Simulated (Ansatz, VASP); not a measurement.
## HfN: VASP beside Ansatz

File INCAR:

```
PREC     = Accurate       # precision mode
ENCUT    = 520            # plane-wave cutoff, eV
EDIFF    = 1E-8           # SCF threshold, eV
ISMEAR   = -1             # smearing method
SIGMA    = 0.01           # smearing width, eV
LREAL    = F              # projectors in reciprocal space
LASPH    = T              # aspherical terms in the spheres
NELM     = 120            # most SCF steps
ALGO     = Normal         # electronic algorithm
ISIF     = 2              # what is computed and relaxed
LWAVE    = F              # write WAVECAR
LCHARG   = F              # write CHGCAR
GGA      = PS             # functional
LEFG     = T            
NBANDS   = 14             # bands
GGA_COMPAT= F
```

Contents of KPOINTS:

```
Automatic mesh
0
Gamma
  10 10 10
```

Contents of POSCAR:

```
HfN
1.0
    0.0000000000      2.2138200000      2.2590000000
    2.2138200000      0.0000000000      2.2590000000
    2.2138200000      2.2138200000      0.0000000000
Hf N
1 1
Direct
    0.0000000000      0.0000000000      0.0000000000
    0.5000000000      0.5000000000      0.5000000000
```

Input for Ansatz:

```yaml
crystal:
  lattice:
    - [0.0, 2.21382, 2.259]
    - [2.21382, 0.0, 2.259]
    - [2.21382, 2.21382, 0.0]
  atoms:
    - { symbol: Hf, position: [0.0, 0.0, 0.0] }
    - { symbol: "N", position: [0.5, 0.5, 0.5] }
kpoints:
  mp_grid: { grid: [10, 10, 10] }
scf:
  occupations: { method: fermi_dirac, width: 0.01 }
hamiltonian:
  xc: pbesol
  pseudopotentials: { kind: all_electron, datasets: crystal }
output:
  forces: true
  stress: true
  eigenvalues: true
  efg: { contact_densities: true }
```

Change from the starting cell: equal xx and yy strain of -2 %, crystal datasets.

Alike in both runs: task electric field gradients; functional PBEsol; k mesh 10 × 10 × 10; occupations fermi-dirac, width 0.01 eV; no spin polarisation.

```csv
,VASP,Ansatz
version,VASP 6.6.1,Ansatz 0.2.0
potentials or method,"VASP PAW PBE potentials, release 64 (Hf_pv, N), cutoff 520 eV","all-electron PAW with datasets made for the crystal, scalar-relativistic"
```

Ansatz gave:

| Item | Value |
| --- | --- |
| pressure (GPa) | 9.2 |
| traceless stress, the component that is largest in VASP (GPa) | -6.71 |
| size of Vzz on the site where it differs most (V/Å²) | 91.4 |

Problem. Which values does VASP return?

Solution. Pressure (GPa): 7.0; traceless stress, the component that is largest in VASP (GPa): -6.72; size of Vzz on the site where it differs most (V/Å²): 79.3.

VASP's potentials were made for PBE, not for PBEsol. Ansatz ran all-electron here, and VASP with PAW potentials.

Spin-orbit coupling is off throughout.
